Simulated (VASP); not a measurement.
# MoS2 in VASP: notebook

Aim: see how the results for MoS2 move with the level of theory and the settings. Levels: PBE, LDA. Tasks: single point.

All numbers are computed with VASP 6.6.1; they aren't measurements. Logs are shortened: lines on timing, memory, paths and dates and some standing lists are left out, and cuts for length are marked.

## 1. The cell of the first run

The typed cell holds 6 atoms: a = 3.173 Å, b = 3.173 Å, c = 12.435 Å, α = 90.00°, β = 90.00°, γ = 120.00°.

## 2. Single point, PBE

INCAR

```
SYSTEM = MoS2
PREC     = Accurate       ! precision mode
ENCUT    = 520            ! plane-wave cutoff, eV
EDIFF    = 1E-6           ! SCF threshold, eV
ISMEAR   = 0              ! smearing method
SIGMA    = 0.2            ! smearing width, eV
LREAL    = .False.        ! projectors in reciprocal space
LASPH    = .True.         ! aspherical terms in the spheres
NELM     = 100            ! most SCF steps
ALGO     = Normal         ! electronic algorithm
ISIF     = 2              ! what is computed and relaxed
LWAVE    = .False.        ! write WAVECAR
LCHARG   = .False.        ! write CHGCAR
GGA      = PE             ! functional
NBANDS   = 35             ! bands
```

KPOINTS

```
Automatic mesh
0
Gamma
  6 6 2
  0 0 0
```

POSCAR

```
MoS2
1.0
    3.1730083673      0.0000000000      0.0000000000
   -1.5865041836      2.7479058525      0.0000000000
    0.0000000000      0.0000000000     12.4354192521
Mo S
2 4
Direct
    0.6666666667      0.3333333333      0.2500161476
    0.3333333333      0.6666666667      0.7499838524
    0.3333333333      0.6666666667      0.3751203003
    0.6666666667      0.3333333333      0.8750883708
    0.3333333333      0.6666666667      0.1249116292
    0.6666666667      0.3333333333      0.6248796997
```

Potentials or basis: VASP PAW PBE potentials, release 64 (Mo_sv, S).

The run is started by

```sh
> cat potpaw_PBE.64/Mo_sv/POTCAR potpaw_PBE.64/S/POTCAR > POTCAR
> mpirun -np 1 vasp_std > vasp.out
```

OUTCAR:

```text
SYSTEM = MoS2
   PREC = Accurate
   ENCUT = 520
   EDIFF = 1E-6
   ISMEAR = 0
   LREAL = .False.
   LASPH = .True.
   NELM = 100
   ISIF = 2
   GGA = PE

 ion  position               nearest neighbor table
   1  0.667  0.333  0.250-   3 2.40   3 2.40   3 2.40   5 2.40   5 2.40   5 2.40
   2  0.333  0.667  0.750-   6 2.40   6 2.40   6 2.40   4 2.40   4 2.40   4 2.40
   3  0.333  0.667  0.375-   1 2.40   1 2.40   1 2.40
   4  0.667  0.333  0.875-   2 2.40   2 2.40   2 2.40
   5  0.333  0.667  0.125-   1 2.40   1 2.40   1 2.40
   6  0.667  0.333  0.625-   2 2.40   2 2.40   2 2.40

  LATTYP: Found a hexagonal cell.
 ALAT       =     3.1730083673
 C/A-ratio  =     3.9191258933

  Lattice vectors:

 A1 = (   3.1730083673,   0.0000000000,   0.0000000000)
 A2 = (  -1.5865041836,   2.7479058525,   0.0000000000)
 A3 = (   0.0000000000,   0.0000000000,  12.4354192521)

Analysis of symmetry for initial positions (statically):
=====================================================================
 Subroutine PRICEL returns:
 Original cell was already a primitive cell.

 Routine SETGRP: Setting up the symmetry group for a
 hexagonal supercell.

 Subroutine GETGRP returns: Found 12 space group operations
 (whereof 12 operations were pure point group operations)
 out of a pool of 24 trial point group operations.

The static configuration has the point symmetry D_3d.

Analysis of symmetry for dynamics (positions and initial velocities):
=====================================================================
 Subroutine PRICEL returns:
 Original cell was already a primitive cell.

 Routine SETGRP: Setting up the symmetry group for a
 hexagonal supercell.

 Subroutine GETGRP returns: Found 12 space group operations
 (whereof 12 operations were pure point group operations)
 out of a pool of 24 trial point group operations.

The dynamic configuration has the point symmetry D_3d.

 Subroutine INISYM returns: Found 12 space group operations
 (whereof 12 operations are pure point group operations),
 and found     1 'primitive' translations

----------------------------------------------------------------------------------------

                                     Primitive cell

  volume of cell :     108.4260

  direct lattice vectors                    reciprocal lattice vectors
     3.173008367  0.000000000  0.000000000     0.315158324  0.181956743  0.000000000
    -1.586504184  2.747905853  0.000000000     0.000000000  0.363913487  0.000000000
     0.000000000  0.000000000 12.435419252     0.000000000  0.000000000  0.080415463

[... 85 lines left out ...]
   NFREE  =      0    steps in history (QN), initial steepest desc. (CG)
   ISIF   =      2    stress and relaxation
   ISYM   =      2    0-nonsym 1-usesym 2-fastsym
   POTIM  = 0.5000    time-step for ionic-motion
   TEBEG  =    0.0;   TEEND  =   0.0 temperature during run
   PSTRESS=    0.0 pullay stress
   NELECT =      52.0000    total number of electrons
   NUPDOWN=      -1.0000    fix difference up-down
   EMIN   =  10.00;   EMAX   =-10.00  energy-range for DOS
   EFERMI =   0.00;   METHOD = LEGACY
   ISMEAR =     0;   SIGMA  =   0.20  broadening in eV -4-tet -1-fermi 0-gaus
   EFERMI_NEDOS =   21; number of points for ismear=-14 and -15
   IALGO  =     38    algorithm
   IMIX   =      4    mixing-type and parameters
     AMIX     =   0.40;   BMIX     =  1.00
     AMIX_MAG =   1.60;   BMIX_MAG =  1.00
  volume/ion in A,a.u.               =      18.07       121.95
  Fermi-wavevector in a.u.,A,eV,Ry     =   1.281440  2.421570 22.341953  1.642087
  Thomas-Fermi vector in A             =   2.413809
   LORBIT       =      0    0 simple, 1 ext, 2 COOP (PROOUT), +10 PAW based schemes
   GGA     = PE    functional components
   LHFCALC =     F    Hartree Fock is set to
   AEXX    =    0.0000 exact exchange contribution
   IVDW    =     0    specifies the selected vdW correction
   LEPSILON=     F    determine dielectric tensor
   LRPA    =     F    only Hartree local field effects (RPA)
 non-spin polarized calculation
 Gauss-broadening in eV      SIGMA  =   0.20
  energy-cutoff  :      520.00
  volume of cell :      108.43
 maximum number of plane-waves:      2944
 NGX is ok and might be reduce to    24
   NGX = 11   NGY = 11   NGZ = 47

 number of electron      51.9999999 magnetization

 Free energy of the ion-electron system (eV)
  ---------------------------------------------------
  ext. energy  EPLUGINS =         0.00000000
  ---------------------------------------------------
  free energy    TOTEN  =       -43.63178099 eV

  energy without entropy =      -43.63175347  energy(sigma->0) =      -43.63176723

 E-fermi :   7.7713     XC(G=0): -10.7289

 val. band max:        7.3324049923   @ k =   0.0000   0.0000   0.0000
 cond. band min:       8.2851136220   @ k =   0.1667   0.1667   0.0000
 fundamental gap:      0.9527086297
 Fermi energy:         7.7713091121

 k-point     1 :       0.0000    0.0000    0.0000
  band No.  band energies     occupation
      1     -54.1683      2.00000
      2     -54.1683      2.00000
      3     -28.3195      2.00000
      4     -28.3195      2.00000
      5     -28.1031      2.00000
      6     -28.1031      2.00000
[... 521 lines left out ...]
     34      11.5455      0.00000
     35      14.0020      0.00000

------------------------ aborting loop because EDIFF is reached ----------------------------------------

  FORCE on cell =-STRESS in cart. coord.  units (eV):
  Direction    XX          YY          ZZ          XY          YZ          ZX
  --------------------------------------------------------------------------------------
  -------------------------------------------------------------------------------------
  Total        1.2160901      1.2160901      2.1390447      0.0000000      0.0000000      0.0000000
  in kB       17.9697830     17.9697830     31.6079941      0.0000000      0.0000000      0.0000000
  external PRESSURE =      22.5158534 kB  Pullay stress =       0.0000000 kB

 VOLUME and BASIS-vectors are now :
 -----------------------------------------------------------------------------
  energy-cutoff  :      520.00
  volume of cell :      108.43
      direct lattice vectors                 reciprocal lattice vectors
     3.173008367  0.000000000  0.000000000     0.315158324  0.181956743  0.000000000
    -1.586504184  2.747905853  0.000000000     0.000000000  0.363913487  0.000000000
     0.000000000  0.000000000 12.435419252     0.000000000  0.000000000  0.080415463

 POSITION                                       TOTAL-FORCE (eV/Angst)
 -----------------------------------------------------------------------------------
      1.58650      0.91597      3.10906         0.000000      0.000000     -0.000148
     -0.00000      1.83194      9.32636        -0.000000     -0.000000      0.000148
     -0.00000      1.83194      4.66478        -0.000000      0.000000      0.102273
      1.58650      0.91597     10.88209        -0.000000      0.000000      0.102434
     -0.00000      1.83194      1.55333         0.000000      0.000000     -0.102434
      1.58650      0.91597      7.77064        -0.000000     -0.000000     -0.102273
 -----------------------------------------------------------------------------------
    total drift:                                0.000000     -0.000000      0.000000

  FREE ENERGIE OF THE ION-ELECTRON SYSTEM (eV)
  ---------------------------------------------------
  free  energy   TOTEN  =       -43.6317809889 eV

  energy  without entropy=      -43.6317534727  energy(sigma->0) =      -43.63176723
```

stdout:

```text
POSCAR found type information on POSCAR MoS
 POSCAR found :  2 types and       6 ions
 scaLAPACK will be used
 LDA part: xc-table for (Slater+PW92), standard interpolation
 POSCAR, INCAR and KPOINTS ok, starting setup
 FFT: planning ... GRIDC
 FFT: planning ... GRID_SOFT
 FFT: planning ... GRID
 WAVECAR not read
 entering main loop
```

It took 21 s on 1 thread of Intel Xeon 6975P-C (Granite Rapids), shared host; peak memory 0.23 GiB.

Results:

```
Free energy            : -43.6318 eV
Pressure               : 2.3 GPa
Largest force          : 0.102 eV/Å
Band gap on the k mesh : 0.95 eV, indirect (least direct gap 1.64 eV)
```

Forces in eV/Å, atoms in the order of the input:
```
Mo   0.000  0.000  0.000
Mo   0.000  0.000  0.000
S    0.000  0.000  0.102
S    0.000  0.000  0.102
S    0.000  0.000 -0.102
S    0.000  0.000 -0.102
```

Stress tensor (GPa, compression positive):
```
1.80 0.00 0.00
0.00 1.80 0.00
0.00 0.00 3.16
```

Levels at points of the mesh, in eV from the valence-band top:
```tsv
k point	band 24	band 25	band 26	band 27	band 28	band 29
(0.00, 0.00, 0.00)	-1.25	-1.08	0.00	2.11	2.11	2.14
(0.50, 0.00, 0.00)	-1.56	-1.37	-1.26	1.60	1.64	2.02
(0.00, 0.00, 0.50)	-2.18	-0.27	-0.27	2.12	2.12	2.12
(0.50, 0.00, 0.50)	-1.65	-1.31	-1.31	1.62	1.62	2.15
```

A k mesh can miss the band edges.

## 3. Single point, LDA

INCAR

```
SYSTEM = MoS2
ALGO = Normal
EDIFF = 1E-6
ENCUT = 520
GGA = CA
ISIF = 2
ISMEAR = 0
LASPH = .True.
LCHARG = .False.
LREAL = .False.
LWAVE = .False.
NBANDS = 35
NELM = 80
PREC = Accurate
SIGMA = 0.01
```

KPOINTS

```
k-points
0
Gamma
  6 6 2
  0 0 0
```

POSCAR is that of step 2.

Potentials or basis: VASP PAW LDA potentials, release 64 (Mo_sv, S).

The run is started by

```sh
> cat potpaw_LDA.64/Mo_sv/POTCAR potpaw_LDA.64/S/POTCAR > POTCAR
> mpirun -np 1 vasp_std > vasp.out
```

Wall time 18 s (1 thread of Intel Xeon 6975P-C (Granite Rapids), shared host); peak memory 0.2 GiB.

It converged, with:

| Item | Value |
| --- | --- |
| Free energy | -48.8856 eV |
| Pressure | -5.1 GPa |
| Largest force | 0.301 eV/Å |
| Band gap on the k mesh | 0.87 eV, indirect (least direct gap 1.63 eV) |

Forces in eV/Å, atoms in the order of the input:
```
Mo   0.000  0.000  0.000
Mo   0.000  0.000  0.000
S    0.000  0.000 -0.301
S    0.000  0.000 -0.301
S    0.000  0.000  0.301
S    0.000  0.000  0.301
```

Stress tensor (GPa, compression positive):
```
-5.57  0.00  0.00
 0.00 -5.57  0.00
 0.00  0.00 -4.06
```

Levels at points of the mesh, in eV from the valence-band top:
```csv
k point,band 23,band 24,band 25,band 26,band 27,band 28,band 29,band 30
"(0.00, 0.00, 0.00)",-2.18,-1.22,-1.14,0.00,2.09,2.09,2.11,2.11
"(0.50, 0.00, 0.00)",-1.72,-1.55,-1.40,-1.28,1.57,1.61,1.97,2.22
"(0.00, 0.00, 0.50)",-2.20,-2.20,-0.27,-0.27,2.10,2.10,2.10,2.10
"(0.50, 0.00, 0.50)",-1.64,-1.64,-1.33,-1.33,1.59,1.59,2.11,2.11
```

A k mesh can miss the band edges. LDA gaps usually lie below the measured ones, often by a third to a half.

## 4. Single point, PBE

INCAR

```
SYSTEM = MoS2
ALGO = Normal
EDIFF = 1E-7
ENCUT = 520
GGA = PE
ISIF = 2
ISMEAR = 0
LASPH = .TRUE.
LCHARG = .TRUE.
LELF = .TRUE.
LREAL = .FALSE.
LVHAR = .TRUE.
LWAVE = .FALSE.
NBANDS = 35
NELM = 80
PREC = Accurate
SIGMA = 0.01
```

KPOINTS

```
k-points
0
G
  6 6 2
  0 0 0
```

POSCAR is that of step 3.

Potentials or basis: VASP PAW PBE potentials, release 64 (Mo_sv, S).

The run is started by

```sh
> cat potpaw_PBE.64/Mo_sv/POTCAR potpaw_PBE.64/S/POTCAR > POTCAR
> mpirun -np 1 vasp_std > vasp.out
```

OUTCAR:

```text
SYSTEM = MoS2
   EDIFF = 1E-7
   ENCUT = 520
   GGA = PE
   ISIF = 2
   ISMEAR = 0
   LASPH = .TRUE.
   LREAL = .FALSE.
   NELM = 80
   PREC = Accurate

 ion  position               nearest neighbor table
   1  0.667  0.333  0.250-   3 2.40   3 2.40   3 2.40   5 2.40   5 2.40   5 2.40
   2  0.333  0.667  0.750-   6 2.40   6 2.40   6 2.40   4 2.40   4 2.40   4 2.40
   3  0.333  0.667  0.375-   1 2.40   1 2.40   1 2.40
   4  0.667  0.333  0.875-   2 2.40   2 2.40   2 2.40
   5  0.333  0.667  0.125-   1 2.40   1 2.40   1 2.40
   6  0.667  0.333  0.625-   2 2.40   2 2.40   2 2.40

  LATTYP: Found a hexagonal cell.
 ALAT       =     3.1730083673
 C/A-ratio  =     3.9191258933

  Lattice vectors:

 A1 = (   3.1730083673,   0.0000000000,   0.0000000000)
 A2 = (  -1.5865041836,   2.7479058525,   0.0000000000)
 A3 = (   0.0000000000,   0.0000000000,  12.4354192521)

Analysis of symmetry for initial positions (statically):
[... 169 lines left out ...]
  energy without entropy =      -43.63177916  energy(sigma->0) =      -43.63177916

 E-fermi :   7.4970     XC(G=0): -10.7286

 val. band max:        7.3324194109   @ k =   0.0000   0.0000   0.0000
 cond. band min:       8.2852228092   @ k =   0.1667   0.1667   0.0000
 fundamental gap:      0.9528033983
 Fermi energy:         7.4969790062

 k-point     1 :       0.0000    0.0000    0.0000
  band No.  band energies     occupation
      1     -54.1685      2.00000
      2     -54.1685      2.00000
      3     -28.3197      2.00000
      4     -28.3197      2.00000
      5     -28.1033      2.00000
      6     -28.1033      2.00000
[... 521 lines left out ...]
     34      11.5455      0.00000
     35      14.0023      0.00000

------------------------ aborting loop because EDIFF is reached ----------------------------------------

  FORCE on cell =-STRESS in cart. coord.  units (eV):
  Direction    XX          YY          ZZ          XY          YZ          ZX
  --------------------------------------------------------------------------------------
  -------------------------------------------------------------------------------------
  Total        1.2219909      1.2219909      2.1452820      0.0000000      0.0000000     -0.0000000
  in kB       18.0569770     18.0569770     31.7001615      0.0000000      0.0000000     -0.0000000
  external PRESSURE =      22.6047052 kB  Pullay stress =       0.0000000 kB

 VOLUME and BASIS-vectors are now :
 -----------------------------------------------------------------------------
  energy-cutoff  :      520.00
  volume of cell :      108.43
      direct lattice vectors                 reciprocal lattice vectors
     3.173008367  0.000000000  0.000000000     0.315158324  0.181956743  0.000000000
    -1.586504184  2.747905853  0.000000000     0.000000000  0.363913487  0.000000000
     0.000000000  0.000000000 12.435419252     0.000000000  0.000000000  0.080415463

 POSITION                                       TOTAL-FORCE (eV/Angst)
 -----------------------------------------------------------------------------------
      1.58650      0.91597      3.10906        -0.000000     -0.000000     -0.000149
     -0.00000      1.83194      9.32636         0.000000      0.000000      0.000149
     -0.00000      1.83194      4.66478         0.000000     -0.000000      0.102242
      1.58650      0.91597     10.88209         0.000000      0.000000      0.102399
     -0.00000      1.83194      1.55333         0.000000     -0.000000     -0.102399
      1.58650      0.91597      7.77064        -0.000000      0.000000     -0.102242
 -----------------------------------------------------------------------------------
    total drift:                                0.000000     -0.000000      0.000000

  FREE ENERGIE OF THE ION-ELECTRON SYSTEM (eV)
  ---------------------------------------------------
  free  energy   TOTEN  =       -43.6317791612 eV

  energy  without entropy=      -43.6317791612  energy(sigma->0) =      -43.63177916
```

stdout:

```text
POSCAR found type information on POSCAR MoS
 POSCAR found :  2 types and       6 ions
 scaLAPACK will be used
 LDA part: xc-table for (Slater+PW92), standard interpolation
 POSCAR, INCAR and KPOINTS ok, starting setup
 FFT: planning ... GRIDC
 FFT: planning ... GRID_SOFT
 FFT: planning ... GRID
 WAVECAR not read
 entering main loop
```

Wall time 24 s (1 thread of Intel Xeon 6975P-C (Granite Rapids), shared host); peak memory 0.23 GiB.

What came out:

```
Free energy            : -43.6318 eV
Pressure               : 2.3 GPa
Largest force          : 0.102 eV/Å
Band gap on the k mesh : 0.95 eV, indirect (least direct gap 1.64 eV)
```

Forces on the atoms (eV/Å):
```
Mo   0.000  0.000  0.000
Mo   0.000  0.000  0.000
S    0.000  0.000  0.102
S    0.000  0.000  0.102
S    0.000  0.000 -0.102
S    0.000  0.000 -0.102
```

## 5. Summary

| level | potentials or basis | smearing | gap on the mesh (eV) | pressure (GPa) | largest force (eV/Å) |
| --- | --- | --- | --- | --- | --- |
| PBE | VASP PAW PBE potentials, release 64 (Mo_sv, S) | gaussian 0.2 eV | 0.95 | 2.3 | 0.10 |
| LDA | VASP PAW LDA potentials, release 64 (Mo_sv, S) | gaussian 0.01 eV | 0.87 | -5.1 | 0.30 |
| PBE | VASP PAW PBE potentials, release 64 (Mo_sv, S) | gaussian 0.01 eV | 0.95 | 2.3 | 0.10 |

Alike in all rows: task single point; no spin polarisation; cell as given; k mesh 6 × 6 × 2; cutoff (eV) 520.

Total energies depend on the potentials used, so only differences within one code and one set of settings carry meaning.
